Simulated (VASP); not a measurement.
# SnSe2 (P-3m1) in VASP: further runs, part 2 of 2

VASP 6.6.1.

### Step 5. Single point, PBE+D3(BJ)

This run uses another cell than the first one, of 26.68 Å³/atom.

The input, INCAR:

```
SYSTEM = SnSe2
ALGO = Normal
EDIFF = 1E-6
ENCUT = 500
GGA = PE
GGA_COMPAT = .FALSE.
ISIF = 2
ISMEAR = 0
IVDW = 12
LASPH = .TRUE.
LCHARG = .FALSE.
LREAL = .FALSE.
LWAVE = .FALSE.
NBANDS = 20
NELM = 120
PREC = Accurate
SIGMA = 0.03
```

The input, KPOINTS:

```
k-points
0
G
  12 12 6
  0 0 0
```

The input, POSCAR:

```
SnSe2
1.0
    4.0320000000      0.0000000000      0.0000000000
   -2.0160000000      3.4918144280      0.0000000000
    0.0000000000      0.0000000000      5.6854000000
Sn Se
1 2
Direct
    0.0000000000      0.0000000000      0.0000000000
    0.3333333333      0.6666666667      0.2651331237
    0.6666666667      0.3333333333      0.7348668763
```

Launch:

```sh
cat potpaw_PBE.64/Sn_d/POTCAR potpaw_PBE.64/Se/POTCAR > POTCAR
mpirun -np 1 vasp_std > vasp.out
```

Run time: 50 s. Hardware: 1 thread of Intel Xeon 6975P-C (Granite Rapids), shared host; peak memory 0.29 GiB.

Results (log left out):

```yaml
Free_energy: -12.7853 eV
Pressure: -2.5 GPa
Largest_force: 0.211 eV/Å
Band_gap_on_the_k_mesh: zero (bands 13 and 14 overlap by 0.02 eV)
Dispersion_energy_per_atom: -0.349 eV
```

Forces in eV/Å, atoms in the order of the input:
```
Sn   0.000  0.000  0.000
Se   0.000  0.000  0.211
Se   0.000  0.000 -0.211
```

Stress tensor (GPa, compression positive):
```
-3.97  0.00  0.00
 0.00 -3.97  0.00
 0.00  0.00  0.56
```

Levels at points of the mesh, in eV from the Fermi level:
| k point | band 9 | band 10 | band 11 | band 12 | band 13 | band 14 | band 15 | band 16 | band 17 | band 18 |
| --- | --- | --- | --- | --- | --- | --- | --- | --- | --- | --- |
| (0.00, 0.00, 0.00) | -1.44 | -1.44 | -1.34 | -1.34 | -0.34 | -0.03 | 1.99 | 3.75 | 3.75 | 8.07 |
| (0.50, 0.00, 0.00) | -4.26 | -3.31 | -3.28 | -1.82 | -0.76 | 0.62 | 2.98 | 4.39 | 4.75 | 6.93 |
| (0.00, 0.00, 0.50) | -2.31 | -1.64 | -1.64 | -1.00 | -1.00 | 1.37 | 1.84 | 3.20 | 3.20 | 7.09 |
| (0.50, 0.00, 0.50) | -5.13 | -2.94 | -2.02 | -1.55 | -1.52 | 0.60 | 3.68 | 4.53 | 5.62 | 6.00 |

Caveat: semilocal functionals underestimate gaps, and a narrow one can read as zero; spin-orbit coupling is left out, which moves the levels of the heavy elements.

### Step 6. Single point, PBE+D3(BJ)

This run uses another cell than the first one, of 26.95 Å³/atom.

The input, INCAR:

```
PREC = Accurate
ENCUT = 500
EDIFF = 1E-6
ISMEAR = 0
SIGMA = 0.03
LREAL = F
LASPH = T
NELM = 120
ALGO = Normal
ISIF = 2
LWAVE = F
LCHARG = T
GGA = PE
IVDW = 12
LELF = T
LVHAR = T
NBANDS = 20
GGA_COMPAT = F
```

The input, KPOINTS:

```
Automatic mesh
0
Gamma
  12 12 6
```

The input, POSCAR:

```
SnSe2
1.0
    3.7440000000      0.0000000000      0.0000000000
   -1.8720000000      3.2423991118      0.0000000000
    0.0000000000      0.0000000000      6.6590000000
Sn Se
1 2
Direct
    0.0000000000      0.0000000000      0.0000000000
    0.3333333333      0.6666666667      0.2651331237
    0.6666666667      0.3333333333      0.7348668763
```

Potentials or basis: VASP PAW PBE potentials, release 64 (Sn_d, Se).

Launch:

```sh
cat potpaw_PBE.64/Sn_d/POTCAR potpaw_PBE.64/Se/POTCAR > POTCAR
mpirun -np 1 vasp_std > vasp.out
```

Run time: 51 s. Hardware: 1 thread of Intel Xeon 6975P-C (Granite Rapids), shared host; peak memory 0.29 GiB.

Results (log left out):

| Property | Result |
| --- | --- |
| Free energy | -12.6703 eV |
| Pressure | -2.9 GPa |
| Largest force | 1.083 eV/Å |
| Band gap on the k mesh | zero (bands 13 and 14 overlap by 0.14 eV) |
| Dispersion energy per atom | -0.344 eV |

Forces in eV/Å, atoms in the order of the input:
```
Sn   0.000  0.000  0.000
Se   0.000  0.000 -1.083
Se   0.000  0.000  1.083
```

Stress tensor (GPa, compression positive):
```
 0.07  0.00  0.00
 0.00  0.07  0.00
 0.00  0.00 -8.96
```

Levels at points of the mesh, in eV from the Fermi level:
```tsv
k point	band 9	band 10	band 11	band 12	band 13	band 14	band 15	band 16	band 17	band 18
(0.00, 0.00, 0.00)	-1.15	-0.32	-0.32	-0.15	-0.15	0.59	3.47	4.66	4.66	7.12
(0.50, 0.00, 0.00)	-4.51	-3.39	-2.10	-1.94	-0.43	0.74	3.28	4.62	4.83	5.13
(0.00, 0.00, 0.50)	-2.93	-0.43	-0.43	0.01	0.01	2.34	3.20	4.48	4.48	6.90
(0.50, 0.00, 0.50)	-4.90	-2.58	-1.92	-1.30	-0.79	-0.12	3.01	4.29	5.21	5.22
```

Caveat: the stress differs along the axes, from -9 to 0 GPa; semilocal functionals underestimate gaps, and a narrow one can read as zero; spin-orbit coupling is left out, which moves the levels of the heavy elements; forces of over 1 eV/Å act on the atoms, so gaps and moduli don't describe the material at rest.

### Step 7. Summary

| cell | gap on the mesh (eV) | pressure (GPa) | largest force (eV/Å) |
| --- | --- | --- | --- |
| a = 3.648, b = 3.648, c = 6.659 Å, angles 90.0, 90.0, 120.0°, 3 atoms | none | 0.2 | 0.87 |
| a = 3.984, b = 3.984, c = 5.685 Å, angles 90.0, 90.0, 120.0°, 3 atoms | none | -1.1 | 0.32 |
| a = 3.696, b = 3.696, c = 6.659 Å, angles 90.0, 90.0, 120.0°, 3 atoms | none | -1.5 | 0.99 |
| a = 4.032, b = 4.032, c = 5.685 Å, angles 90.0, 90.0, 120.0°, 3 atoms | none | -2.5 | 0.21 |
| a = 3.744, b = 3.744, c = 6.659 Å, angles 90.0, 90.0, 120.0°, 3 atoms | none | -2.9 | 1.08 |

Alike in all rows: task single point; level PBE+D3(BJ); potentials or basis VASP PAW PBE potentials, release 64 (Sn_d, Se); no spin polarisation; k mesh 12 × 12 × 6; cutoff (eV) 500; smearing gaussian 0.03 eV.

Caveats: semilocal functionals underestimate gaps, and a narrow one can read as zero; spin-orbit coupling is left out, which moves the levels of the heavy elements; the stress differs along the axes, from -8 to 4 GPa (at least some runs); the stress differs along the axes, from -8 to 2 GPa (at least some runs); the stress differs along the axes, from -9 to 0 GPa (at least some runs); forces of over 1 eV/Å act on the atoms, so gaps and moduli don't describe the material at rest (at least some runs).

Absolute energies hang on the potentials; compare differences alone.

### Step 8. How close it comes

Step 2. A measured gap of SnSe2 is 1.207 eV (an exciton energy, a little under the gap; 300 K; “Temperature Dependent Excitonic Transition Energy and Enhanced Electron-Phonon Coupling in Layered Ternary SnS2-xSex Semiconductors with Fully Tunable Stoichiometry”, 2021, pmc:8069899); the calculated 0.00 eV misses it by -1.21 eV. So large a miss can be the level of theory's own, or it may mean another phase, state or a wrong row. Spin-orbit coupling on Se, Sn is left out. The value is that of PBE+D3(BJ) on a finite k mesh, which can miss the band edges, without temperature or zero-point motion. Semilocal functionals fall short of measured gaps as a rule.
